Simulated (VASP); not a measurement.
A run of VASP 6.6.1 is set up as follows.

File INCAR:

```
SYSTEM = Ge
PREC = Accurate ; ENCUT = 520
EDIFF = 1E-7 ; ISMEAR = 0
SIGMA = 0.2 ; LREAL = .FALSE.
LASPH = .TRUE. ; NELM = 60
ALGO = Normal ; ISIF = 2
LWAVE = .FALSE. ; LCHARG = .TRUE.
GGA = PE ; LELF = .TRUE.
LVHAR = .TRUE. ; NBANDS = 36
```

File KPOINTS:

```
regular mesh
0
G
  8 4 4
  0 0 0
```

Contents of POSCAR:

```
Ge
1.0
   -1.9524521080     -1.9561444612      0.0001784890
   -3.9020682603      3.9095570690     -0.0043508325
   -0.0062128390      0.0044935904     -5.2998200425
Ge
4
Direct
    0.0187097808     -0.0029963234      0.0005521225
    0.0135412165      0.0030694569      0.5004754453
   -0.0146718156      0.4970018392     -0.0005038274
   -0.0175791816      0.5029250274      0.4994762596
```

Potentials or basis: VASP PAW PBE potentials, release 64 (Ge_d).

The run is started by

```sh
$ cat potpaw_PBE.64/Ge_d/POTCAR > POTCAR
$ mpirun -np 1 vasp_std > vasp.out
```

What does it give for the pressure?

0.1 GPa.

Predict the band gap on the k mesh.

zero (bands 28 and 29 overlap by 2.57 eV).

What does it give for the largest force?

0.005 eV/Å.

Forces on the atoms (eV/Å):
```
Ge   0.000  0.004  0.003
Ge   0.004 -0.003 -0.001
Ge  -0.003  0.001  0.000
Ge  -0.001 -0.002 -0.001
```
